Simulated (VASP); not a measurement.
# Ga (P2_1/m) in VASP: a series of runs

Aim: see how the results for Ga move with the level of theory and the settings. Levels: LDA, PBE. Tasks: single point.

Everything below comes from runs of VASP 6.6.1. Logs are shortened: lines on timing, memory, paths and dates and some standing lists are left out, and cuts for length are marked.

**1. The cell of the first run**

Symmetry: P2_1/m, No. 11, monoclinic system. The conventional cell has a = 2.797 Å, b = 3.303 Å, c = 4.238 Å, α = 90.00°, β = 108.61°, γ = 90.00°. Ga (site symmetry m) has 10 Ga at 2.73 to 3.30 Å within 3.6 Å.

**2. Single point, LDA**

Input file INCAR:

```
SYSTEM = Ga
PREC     = Accurate       ! precision mode
ENCUT    = 520            ! plane-wave cutoff, eV
EDIFF    = 1E-6           ! SCF threshold, eV
ISMEAR   = -1             ! smearing method
SIGMA    = 0.05           ! smearing width, eV
LREAL    = .False.        ! projectors in reciprocal space
LASPH    = .True.         ! aspherical terms in the spheres
NELM     = 80             ! most SCF steps
ALGO     = Fast           ! electronic algorithm
ISIF     = 2              ! what is computed and relaxed
LWAVE    = .False.        ! write WAVECAR
LCHARG   = .False.        ! write CHGCAR
GGA      = CA             ! functional
NBANDS   = 20             ! bands
```

Input file KPOINTS:

```
regular mesh
0
Gamma
  10 8 7
  0 0 0
```

Input file POSCAR:

```
Ga
1.0
    2.7968227674      0.0000000000      0.0000000000
    0.0000000000      3.3033419319      0.0000000000
   -1.3523282526      0.0000000000      4.0166995966
Ga
2
Direct
    0.1345962700      0.7500000000      0.7701668300
    0.8654037300      0.2500000000      0.2298331700
```

Potentials or basis: VASP PAW LDA potentials, release 64 (Ga_d).

Command:

```bash
cat potpaw_LDA.64/Ga_d/POTCAR > POTCAR
mpirun -np 1 vasp_std > vasp.out
```

OUTCAR:

```text
SYSTEM = Ga
   PREC = Accurate
   ENCUT = 520
   EDIFF = 1E-6
   ISMEAR = -1
   LREAL = .False.
   LASPH = .True.
   NELM = 80
   ISIF = 2
   GGA = CA

 ion  position               nearest neighbor table
   1  0.135  0.750  0.770-   2 2.73   2 2.73   2 2.83   2 2.83   2 2.86   2 2.86
   2  0.865  0.250  0.230-   1 2.73   1 2.73   1 2.83   1 2.83   1 2.86   1 2.86

  LATTYP: Found a simple monoclinic cell.
 ALAT       =     2.7968227674
 B/A-ratio  =     1.1811052064
 C/A-ratio  =     1.5153762184
 COS(beta)  =    -0.3190778872

  Lattice vectors:

 A1 = (   2.7968227674,   0.0000000000,   0.0000000000)
 A2 = (   0.0000000000,   3.3033419319,   0.0000000000)
 A3 = (  -1.3523282526,   0.0000000000,   4.0166995966)

Analysis of symmetry for initial positions (statically):
=====================================================================
 Subroutine PRICEL returns:
 Original cell was already a primitive cell.

 Routine SETGRP: Setting up the symmetry group for a
 simple monoclinic supercell.

 Subroutine GETGRP returns: Found  4 space group operations
 (whereof  2 operations were pure point group operations)
 out of a pool of  4 trial point group operations.

The static configuration has the point symmetry S_2 .
 The point group associated with its full space group is C_2h.

Analysis of symmetry for dynamics (positions and initial velocities):
=====================================================================
 Subroutine PRICEL returns:
 Original cell was already a primitive cell.

 Routine SETGRP: Setting up the symmetry group for a
 simple monoclinic supercell.

 Subroutine GETGRP returns: Found  4 space group operations
 (whereof  2 operations were pure point group operations)
 out of a pool of  4 trial point group operations.

The dynamic configuration has the point symmetry S_2 .
 The point group associated with its full space group is C_2h.

 Subroutine INISYM returns: Found  4 space group operations
 (whereof  2 operations are pure point group operations),
 and found     1 'primitive' translations

----------------------------------------------------------------------------------------

                                     Primitive cell

  volume of cell :      37.1097

[... 81 lines left out ...]
   ICHARG =      2    charge: 1-file 2-atom 10-const
   ISPIN  =      1    spin polarized calculation?
   LNONCOLLINEAR =      F non collinear calculations
   LSORBIT =      F    spin-orbit coupling
   LASPH  =      T    aspherical Exc in radial PAW
   ENCUT  =  520.0 eV  38.22 Ry    6.18 a.u.   5.20  6.14  7.88*2*pi/ulx,y,z
   NELM   =     80;   NELMIN=  2; NELMDL= -5     # of ELM steps
   EDIFF  = 0.1E-05   stopping-criterion for ELM
   LREAL  =      F    real-space projection
   EDIFFG = 0.1E-04   stopping-criterion for IOM
   NSW    =      0    number of steps for IOM
   IBRION =     -1    ionic relax: 0-MD 1-quasi-New 2-CG
   NFREE  =      0    steps in history (QN), initial steepest desc. (CG)
   ISIF   =      2    stress and relaxation
   ISYM   =      2    0-nonsym 1-usesym 2-fastsym
   POTIM  = 0.5000    time-step for ionic-motion
   TEBEG  =    0.0;   TEEND  =   0.0 temperature during run
   PSTRESS=    0.0 pullay stress
   NELECT =      26.0000    total number of electrons
   NUPDOWN=      -1.0000    fix difference up-down
   EMIN   =  10.00;   EMAX   =-10.00  energy-range for DOS
   EFERMI =   0.00;   METHOD = LEGACY
   ISMEAR =    -1;   SIGMA  =   0.05  broadening in eV -4-tet -1-fermi 0-gaus
   EFERMI_NEDOS =   21; number of points for ismear=-14 and -15
   IALGO  =     68    algorithm
   IMIX   =      4    mixing-type and parameters
     AMIX     =   0.40;   BMIX     =  1.00
     AMIX_MAG =   1.60;   BMIX_MAG =  1.00
  volume/ion in A,a.u.               =      18.55       125.21
  Fermi-wavevector in a.u.,A,eV,Ry     =   1.454019  2.747697 28.765036  2.114170
  Thomas-Fermi vector in A             =   2.571218
   LORBIT       =      0    0 simple, 1 ext, 2 COOP (PROOUT), +10 PAW based schemes
   GGA     = CA    functional components
   LHFCALC =     F    Hartree Fock is set to
   AEXX    =    0.0000 exact exchange contribution
   IVDW    =     0    specifies the selected vdW correction
   LEPSILON=     F    determine dielectric tensor
   LRPA    =     F    only Hartree local field effects (RPA)
 non-spin polarized calculation
 RMM-DIIS sequential band-by-band and
  energy-cutoff  :      520.00
  volume of cell :       37.11
 maximum number of plane-waves:      1014
 NGX is ok and might be reduce to    24
   NGX = 11   NGY = 13   NGZ = 15

 number of electron      26.0000007 magnetization

 Free energy of the ion-electron system (eV)
  ---------------------------------------------------
  ext. energy  EPLUGINS =         0.00000000
  ---------------------------------------------------
  free energy    TOTEN  =        -7.14890831 eV

  energy without entropy =       -7.14514224  energy(sigma->0) =       -7.14702528

 E-fermi :   5.3583     XC(G=0): -11.3647

 val. band max:        5.3021368898   @ k =   0.3000   0.0000   0.0000
 cond. band min:       5.3816211720   @ k =   0.4000   0.5000   0.0000
 fundamental gap:      0.0794842822
 Fermi energy:         5.3582531508

 k-point     1 :       0.0000    0.0000    0.0000
  band No.  band energies     occupation
      1      -9.8311      2.00000
      2      -9.8248      2.00000
      3      -9.7678      2.00000
      4      -9.7647      2.00000
      5      -9.5180      2.00000
      6      -9.5162      2.00000
[... 541 lines left out ...]
     19      15.7956      0.00000
     20      16.4005      0.00000

 [... further k-points ...]

------------------------ aborting loop because EDIFF is reached ----------------------------------------

  FORCE on cell =-STRESS in cart. coord.  units (eV):
  Direction    XX          YY          ZZ          XY          YZ          ZX
  --------------------------------------------------------------------------------------
  -------------------------------------------------------------------------------------
  Total       -0.7074072     -1.0644274     -0.7808313      0.0000000      0.0000000     -0.0901658
  in kB      -30.5416313    -45.9556362    -33.7116478      0.0000000      0.0000000     -3.8928237
  external PRESSURE =     -36.7363051 kB  Pullay stress =       0.0000000 kB

 VOLUME and BASIS-vectors are now :
 -----------------------------------------------------------------------------
  energy-cutoff  :      520.00
  volume of cell :       37.11
      direct lattice vectors                 reciprocal lattice vectors
     2.796822767  0.000000000  0.000000000     0.357548577  0.000000000  0.120378194
     0.000000000  3.303341932  0.000000000     0.000000000  0.302723733  0.000000000
    -1.352328253  0.000000000  4.016699597     0.000000000  0.000000000  0.248960615

 POSITION                                       TOTAL-FORCE (eV/Angst)
 -----------------------------------------------------------------------------------
     -0.66508      2.47751      3.09353        -0.013355     -0.000000     -0.055098
      2.10957      0.82584      0.92317         0.013355      0.000000      0.055098
 -----------------------------------------------------------------------------------
    total drift:                               -0.000000     -0.000000      0.000000

  FREE ENERGIE OF THE ION-ELECTRON SYSTEM (eV)
  ---------------------------------------------------
  free  energy   TOTEN  =        -7.1489083106 eV

  energy  without entropy=       -7.1451422438  energy(sigma->0) =       -7.14702528
```

Wall time 40 s (1 thread of Intel Xeon 6975P-C (Granite Rapids), shared host); peak memory 0.21 GiB.

What came out:

- Free energy: -7.1489 eV
- Pressure: -3.7 GPa
- Largest force: 0.057 eV/Å
- Band gap on the k mesh: zero (bands 13 and 14 overlap by 8.12 eV)

Forces on the atoms (eV/Å):
```
Ga  -0.013  0.000 -0.055
Ga   0.013  0.000  0.055
```

Caveat: the cell stands under tension.

**3. Single point, PBE**

This run uses another cell than the first one, of 18.92 Å³/atom.

Input file INCAR:

```
SYSTEM = Ga
  PREC = Accurate
  ENCUT = 520
  EDIFF = 1E-6
  ISMEAR = -1
  SIGMA = 0.05
  LREAL = .FALSE.
  LASPH = .TRUE.
  NELM = 100
  ALGO = Fast
  ISIF = 2
  LWAVE = .FALSE.
  LCHARG = .FALSE.
  GGA = PE
  NBANDS = 20
```

Input file KPOINTS:

```
Automatic mesh
0
G
  10 8 7
  0 0 0
```

Input file POSCAR:

```
Ga
1.0
    2.8149844631      0.0000000000      0.0000000000
    0.0000000000      3.3247928052      0.0000000000
   -1.3611098509      0.0000000000      4.0427827924
Ga
2
Direct
    0.1345962700      0.7500000000      0.7701668300
    0.8654037300      0.2500000000      0.2298331700
```

Potentials or basis: VASP PAW PBE potentials, release 64 (Ga_d).

Command:

```bash
cat potpaw_PBE.64/Ga_d/POTCAR > POTCAR
mpirun -np 1 vasp_std > vasp.out
```

Run time: 41 s. Hardware: 1 thread of Intel Xeon 6975P-C (Granite Rapids), shared host; peak memory 0.22 GiB.

Results (log left out):

* Free energy: -5.7936 eV
* Pressure: 1.0 GPa
* Largest force: 0.068 eV/Å
* Band gap on the k mesh: zero (bands 13 and 14 overlap by 8.05 eV)

Forces on the atoms (eV/Å):
```
Ga  -0.008  0.000 -0.068
Ga   0.008  0.000  0.068
```

Stress tensor (GPa, compression positive):
```
 1.69  0.00 -0.39
 0.00 -0.31  0.00
-0.39  0.00  1.54
```

Levels at points of the mesh, in eV from the Fermi level:
```tsv
k point	band 11	band 12	band 13	band 14	band 15	band 16
(0.00, 0.00, 0.00)	-11.07	-1.94	-1.54	1.83	5.56	8.94
(0.50, 0.00, 0.00)	-6.15	-5.09	-1.29	0.16	6.02	6.38
(0.00, 0.50, 0.00)	-7.61	-7.61	1.74	1.74	2.62	2.62
(0.50, 0.50, 0.00)	-2.87	-2.87	-1.66	-1.66	2.17	2.17
```
